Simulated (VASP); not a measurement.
A run of VASP 6.6.1 is set up as follows.

Contents of INCAR:

```
SYSTEM = Pb
PREC = Accurate
ENCUT = 520
EDIFF = 1E-6
ISMEAR = 0
SIGMA = 0.05
LREAL = .FALSE.
LASPH = .TRUE.
NELM = 100
ALGO = Normal
ISIF = 2
LWAVE = .FALSE.
LCHARG = .FALSE.
GGA = PE
NBANDS = 13
```

File KPOINTS:

```
Automatic mesh
0
G
  14 14 14
  0 0 0
```

The input POSCAR:

```
Pb
1.0
    0.0000000000      2.5202452442      2.5202452442
    2.5202452442      0.0000000000      2.5202452442
    2.5202452442      2.5202452442      0.0000000000
Pb
1
Direct
    0.0000000000      0.0000000000      0.0000000000
```

Potentials or basis: VASP PAW PBE potentials, release 64 (Pb_d).

Command:

```sh
$ cat potpaw_PBE.64/Pb_d/POTCAR > POTCAR
$ mpirun -np 1 vasp_std > vasp.out
```

Q: Estimate the pressure.

A: 0.0 GPa.

Q: What does it give for the band gap on the k mesh?

A: Zero (band 7 reaches 13.68 eV, above the bottom of band 8 at 5.24 eV).

Caveat: spin-orbit coupling is left out, which moves the levels of the heavy elements.
